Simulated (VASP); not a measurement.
Input of a VASP 6.6.1 run:

INCAR

```
SYSTEM = Ta
PREC = Accurate
ENCUT = 520
EDIFF = 1E-7
ISMEAR = -1
SIGMA = 0.05
LREAL = .False.
LASPH = .True.
NELM = 60
ALGO = Normal
ISIF = 2
LWAVE = .False.
LCHARG = .False.
GGA = PE
NBANDS = 48
```

Contents of KPOINTS:

```
Automatic mesh
0
Gamma
  3 3 3
  0 0 0
```

File POSCAR:

```
Ta
1.0
   -3.2768380000      3.2768380000      3.2768380000
    3.2768380000     -3.2768380000      3.2768380000
    3.2768380000      3.2768380000     -3.2768380000
Ta
7
Direct
   -0.0033265300      0.0042951467     -0.0094606447
   -0.0033129499     -0.0368332215      0.4917132003
   -0.0033121869      0.4953880845     -0.1098183676
    0.5289446717      0.0276371612      0.0239808926
    0.4877635086     -0.0135380510      0.4816481620
    0.5056163899      0.4953850328     -0.0094376042
    0.4644123390      0.4953664173      0.4917061814
```

Potentials or basis: VASP PAW PBE potentials, release 64 (Ta_pv).

Command:

```bash
$ cat potpaw_PBE.64/Ta_pv/POTCAR > POTCAR
$ mpirun -np 1 vasp_std > vasp.out
```

**Question.** Predict the largest force.

**Answer.** 0.166 eV/Å.

**Question.** Predict the pressure.

**Answer.** -2.2 GPa.

Forces on the atoms (eV/Å):
```
Ta  -0.026 -0.002  0.003
Ta  -0.003 -0.031  0.031
Ta   0.096  0.096 -0.096
Ta  -0.031 -0.031  0.002
Ta  -0.003 -0.003  0.026
Ta  -0.002 -0.026  0.002
Ta  -0.031 -0.003  0.032
```

Caveat: the k points lie up to 0.45 Å⁻¹ apart.
